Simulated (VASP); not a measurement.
# Mo (Im-3m) in VASP: a series of runs

Runs on Mo. Level: r2SCAN. Tasks: single point, relaxation of cell and atoms.

Program: VASP 6.6.1. These are calculated values, not measurements. Logs are shortened: lines on timing, memory, paths and dates and some standing lists are left out, and cuts for length are marked.

## (1) The cell of the first run

Symmetry: Im-3m, No. 229, cubic system. Conventional cell: a = 3.149 Å, b = 3.149 Å, c = 3.149 Å, α = 90.00°, β = 90.00°, γ = 90.00°. Mo (site symmetry m-3m) has 14 Mo at 2.73 to 3.15 Å within 3.6 Å.

## (2) Single point, r2SCAN

File POSCAR:

```
Mo
1.0
   -1.5743539050      1.5743539050      1.5743539050
    1.5743539050     -1.5743539050      1.5743539050
    1.5743539050      1.5743539050     -1.5743539050
Mo
1
Direct
    0.0000000000      0.0000000000      0.0000000000
```

File INCAR.step1:

```
PREC = Accurate ; ENCUT = 550
ISMEAR = -1 ; SIGMA = 0.05
LREAL = F ; LASPH = T
NELM = 120 ; NBANDS = 13
GGA = PE ; ALGO = Normal
EDIFF = 1E-5 ; LWAVE = T
LCHARG = F ; GGA_COMPAT = F
```

File INCAR.step2:

```
PREC = Accurate ; ENCUT = 550
EDIFF = 1E-6 ; ISMEAR = -1
SIGMA = 0.05 ; LREAL = F
LASPH = T ; NELM = 120
ALGO = Normal ; ISIF = 2
LWAVE = F ; LCHARG = F
METAGGA = R2SCAN ; LMIXTAU = T
NBANDS = 13 ; ISTART = 1
GGA_COMPAT = F
```

File KPOINTS:

```
Automatic mesh
0
Gamma
  9 9 9
```

Potentials or basis: VASP PAW PBE potentials, release 64 (Mo_sv).

Launch:

```
cat potpaw_PBE.64/Mo_sv/POTCAR > POTCAR
cp INCAR.step1 INCAR
mpirun -np 1 vasp_std > vasp.out
cp INCAR.step2 INCAR
mpirun -np 1 vasp_std > vasp.out
```

OUTCAR:

```text
PREC = Accurate
   ENCUT = 550
   EDIFF = 1E-6
   ISMEAR = -1
   LREAL = F
   LASPH = T
   NELM = 120
   ISIF = 2
   METAGGA = R2SCAN
   ISTART = 1

 ion  position               nearest neighbor table
   1  0.000  0.000  0.000-

  LATTYP: Found a body centered cubic cell.
 ALAT       =     3.1487078100

  Lattice vectors:

 A1 = (  -1.5743539050,   1.5743539050,   1.5743539050)
 A2 = (   1.5743539050,  -1.5743539050,   1.5743539050)
 A3 = (   1.5743539050,   1.5743539050,  -1.5743539050)

Analysis of symmetry for initial positions (statically):
=====================================================================
 Subroutine PRICEL returns:
 Original cell was already a primitive cell.

 Routine SETGRP: Setting up the symmetry group for a
 body centered cubic supercell.

 Subroutine GETGRP returns: Found 48 space group operations
 (whereof 48 operations were pure point group operations)
 out of a pool of 48 trial point group operations.

The static configuration has the point symmetry O_h .

Analysis of symmetry for dynamics (positions and initial velocities):
=====================================================================
 Subroutine PRICEL returns:
 Original cell was already a primitive cell.

 Routine SETGRP: Setting up the symmetry group for a
 body centered cubic supercell.

 Subroutine GETGRP returns: Found 48 space group operations
 (whereof 48 operations were pure point group operations)
 out of a pool of 48 trial point group operations.

The dynamic configuration has the point symmetry O_h .

 Subroutine INISYM returns: Found 48 space group operations
 (whereof 48 operations are pure point group operations),
 and found     1 'primitive' translations

----------------------------------------------------------------------------------------

                                     Primitive cell

  volume of cell :      15.6087

  direct lattice vectors                    reciprocal lattice vectors
    -1.574353905  1.574353905  1.574353905     0.000000000  0.317590599  0.317590599
     1.574353905 -1.574353905  1.574353905     0.317590599  0.000000000  0.317590599
     1.574353905  1.574353905 -1.574353905     0.317590599  0.317590599  0.000000000

  length of vectors
     2.726860953  2.726860953  2.726860953     0.449140933  0.449140933  0.449140933

  position of ions in fractional coordinates (direct lattice)
     0.000000000  0.000000000  0.000000000

  ion indices of the primitive-cell ions
   primitive index   ion index
[... 81 lines left out ...]
   POTIM  = 0.5000    time-step for ionic-motion
   TEBEG  =    0.0;   TEEND  =   0.0 temperature during run
   PSTRESS=    0.0 pullay stress
   NELECT =      14.0000    total number of electrons
   NUPDOWN=      -1.0000    fix difference up-down
   EMIN   =  10.00;   EMAX   =-10.00  energy-range for DOS
   EFERMI =   0.00;   METHOD = LEGACY
   ISMEAR =    -1;   SIGMA  =   0.05  broadening in eV -4-tet -1-fermi 0-gaus
   EFERMI_NEDOS =   21; number of points for ismear=-14 and -15
   IALGO  =     38    algorithm
   IMIX   =      4    mixing-type and parameters
     AMIX     =   0.40;   BMIX     =  1.00
     AMIX_MAG =   1.60;   BMIX_MAG =  1.00
  volume/ion in A,a.u.               =      15.61       105.33
  Fermi-wavevector in a.u.,A,eV,Ry     =   1.578805  2.983509 33.914223  2.492625
  Thomas-Fermi vector in A             =   2.679280
   LORBIT       =      0    0 simple, 1 ext, 2 COOP (PROOUT), +10 PAW based schemes
   METAGGA = R2SCAN    functional components
   LHFCALC =     F    Hartree Fock is set to
   AEXX    =    0.0000 exact exchange contribution
   IVDW    =     0    specifies the selected vdW correction
   LEPSILON=     F    determine dielectric tensor
   LRPA    =     F    only Hartree local field effects (RPA)
 non-spin polarized calculation
  energy-cutoff  :      550.00
  volume of cell :       15.61
 maximum number of plane-waves:       470
 NGX is ok and might be reduce to    24
   NGX = 11   NGY = 11   NGZ = 11

 number of electron      14.0000002 magnetization

 Free energy of the ion-electron system (eV)
  ---------------------------------------------------
  ext. energy  EPLUGINS =         0.00000000
  ---------------------------------------------------
  free energy    TOTEN  =       -26.09327414 eV

  energy without entropy =      -26.08747515  energy(sigma->0) =      -26.09037464

 E-fermi :  12.5777     XC(G=0): -14.6478

 val. band max:       12.5477676315   @ k =  -0.2222   0.2222   0.1111
 cond. band min:      12.7955670143   @ k =  -0.4444   0.4444   0.2222
 fundamental gap:      0.2477993828
 Fermi energy:        12.5777336308

 k-point     1 :       0.0000    0.0000    0.0000
  band No.  band energies     occupation
      1     -50.6567      2.00000
      2     -23.1247      2.00000
      3     -23.1247      2.00000
      4     -23.1247      2.00000
      5       4.9056      2.00000
      6      11.1473      2.00000
      7      11.1473      2.00000
      8      11.1473      2.00000
      9      14.4799      0.00000
     10      14.4799      0.00000
     11      28.0720      0.00000
     12      28.0720      0.00000
     13      28.0720      0.00000
[... 354 lines left out ...]
  band No.  band energies     occupation
      1     -50.3120      2.00000
      2     -24.4804      2.00000
      3     -23.8370      2.00000
      4     -23.3635      2.00000
      5       8.0285      2.00000
      6       9.9297      2.00000
      7      10.6331      2.00000
      8      13.4340      0.00000
      9      16.4172      0.00000
     10      19.9885      0.00000
     11      24.1047      0.00000
     12      27.1002      0.00000
     13      30.0484      0.00000

 [... further k-points ...]

------------------------ aborting loop because EDIFF is reached ----------------------------------------

  FORCE on cell =-STRESS in cart. coord.  units (eV):
  Direction    XX          YY          ZZ          XY          YZ          ZX
  --------------------------------------------------------------------------------------
  -------------------------------------------------------------------------------------
  Total        0.1089430      0.1089430      0.1089430     -0.0000000      0.0000000      0.0000000
  in kB       11.1826056     11.1826056     11.1826056     -0.0000000      0.0000000      0.0000000
  external PRESSURE =      11.1826056 kB  Pullay stress =       0.0000000 kB

 VOLUME and BASIS-vectors are now :
 -----------------------------------------------------------------------------
  energy-cutoff  :      550.00
  volume of cell :       15.61
      direct lattice vectors                 reciprocal lattice vectors
    -1.574353905  1.574353905  1.574353905     0.000000000  0.317590599  0.317590599
     1.574353905 -1.574353905  1.574353905     0.317590599  0.000000000  0.317590599
     1.574353905  1.574353905 -1.574353905     0.317590599  0.317590599  0.000000000

 POSITION                                       TOTAL-FORCE (eV/Angst)
 -----------------------------------------------------------------------------------
      0.00000      0.00000      0.00000         0.000000      0.000000      0.000000
 -----------------------------------------------------------------------------------
    total drift:                                0.000000      0.000000      0.000000

  FREE ENERGIE OF THE ION-ELECTRON SYSTEM (eV)
  ---------------------------------------------------
  free  energy   TOTEN  =       -26.0932741402 eV

  energy  without entropy=      -26.0874751493  energy(sigma->0) =      -26.09037464
```

OSZICAR.step1:

```text
N       E                     dE             d eps       ncg     rms          rms(c)
DAV:   1     0.963172356881E+02    0.96317E+02   -0.83489E+03   926   0.115E+03
DAV:   2    -0.103883786424E+02   -0.10671E+03   -0.10265E+03  1050   0.322E+02
DAV:   3    -0.116036121055E+02   -0.12152E+01   -0.12119E+01  1020   0.339E+01
DAV:   4    -0.116064888318E+02   -0.28767E-02   -0.28767E-02   995   0.197E+00
DAV:   5    -0.116065073219E+02   -0.18490E-04   -0.18491E-04  1040   0.143E-01    0.148E+01
DAV:   6    -0.110337806489E+02    0.57273E+00   -0.71165E-01   940   0.104E+01    0.402E+00
DAV:   7    -0.109549853378E+02    0.78795E-01   -0.13910E-01  1000   0.438E+00    0.925E-01
DAV:   8    -0.109509281623E+02    0.40572E-02   -0.40116E-03   945   0.803E-01    0.232E-01
DAV:   9    -0.109509903948E+02   -0.62232E-04   -0.98413E-05  1043   0.120E-01    0.967E-02
DAV:  10    -0.109509997435E+02   -0.93487E-05   -0.10416E-05   720   0.375E-02
   1 F= -.10951000E+02 E0= -.10948274E+02  d E =-.545179E-02
```

It took 56 s on 1 thread of Intel Xeon 8259CL, shared host; peak memory 0.15 GiB.

What came out:

```yaml
Free_energy: -26.0933 eV
Pressure: 1.1 GPa
Band_gap_on_the_k_mesh: zero (bands 7 and 8 overlap by 4.82 eV)
```

Caveat: the PAW data sets were made with another functional, which shifts forces and pressure a little.

## (3) Relaxation of cell and atoms, r2SCAN

File POSCAR:

```
Mo
1.0
   -1.5734150000      1.5734150000      1.5734150000
    1.5734150000     -1.5734150000      1.5734150000
    1.5734150000      1.5734150000     -1.5734150000
Mo
1
Direct
    0.0000000000      0.0000000000      0.0000000000
```

File INCAR.step1:

```
ALGO = Normal
EDIFF = 1E-5
EDIFFG = -0.005
ENCUT = 550
GGA = PE
GGA_COMPAT = F
IBRION = 2
ISIF = 3
ISMEAR = -1
LASPH = T
LCHARG = F
LREAL = F
LWAVE = T
NELM = 120
NELMIN = 4
NSW = 100
PREC = Accurate
SIGMA = 0.05
```

File INCAR.step2:

```
ALGO = Normal
EDIFF = 1E-7
EDIFFG = -0.03
ENCUT = 550
GGA_COMPAT = F
IBRION = 2
ISIF = 3
ISMEAR = -1
ISTART = 1
LASPH = T
LCHARG = F
LMIXTAU = T
LREAL = F
LWAVE = F
METAGGA = R2SCAN
NELM = 120
NELMIN = 4
NSW = 50
PREC = Accurate
SIGMA = 0.05
```

File KPOINTS:

```
k-points
0
Gamma
  9 9 9
```

Potentials or basis: VASP PAW PBE potentials, release 64 (Mo_sv).

Launch:

```
cat potpaw_PBE.64/Mo_sv/POTCAR > POTCAR
cp INCAR.step1 INCAR
mpirun -np 1 vasp_std > vasp.out
cp INCAR.step2 INCAR
mpirun -np 1 vasp_std > vasp.out
```

It took 2.6 min on 1 thread of Intel Xeon 8259CL, shared host; peak memory 0.15 GiB.

It converged, with:

```yaml
Free_energy: -26.0935 eV
Relaxed_volume: 15.67 Å³/atom
Relaxed_cell: a = 2.731 Å, b = 2.731 Å, c = 2.731 Å, α = 109.47°, β = 109.47°, γ = 109.47°
Space_group_after_relaxing_to_0.1_Å: Im-3m (No. 229)
Energy_gained_by_relaxing: 0.5 meV/atom
Ionic_steps: 3
Pressure_after_relaxing: 0.0 GPa
Band_gap_on_the_k_mesh: zero (bands 7 and 8 overlap by 4.79 eV)
```

The path:
```tsv
step	energy change (eV)	largest force (eV/Å)	pressure (GPa)	volume (Å³)
1	0.0000	0.0000	1.63	15.58
2	0.0034	0.0000	-4.51	15.94
3	-0.0005	0.0000	0.00	15.67
```

Final structure:
```
Mo
1.0
    -1.57647    1.57647    1.57647
     1.57647   -1.57647    1.57647
     1.57647    1.57647   -1.57647
Mo
1
Cartesian
  0.0000 0.0000 0.0000
```

Levels at points of the mesh, in eV from the Fermi level:
| k point | band 5 | band 6 | band 7 | band 8 | band 9 | band 10 |
| --- | --- | --- | --- | --- | --- | --- |
| (0.00, 0.00, 0.00) | -7.66 | -1.43 | -1.43 | -1.43 | 1.89 | 1.89 |

Caveat: the PAW data sets were made with another functional, which shifts forces and pressure a little.
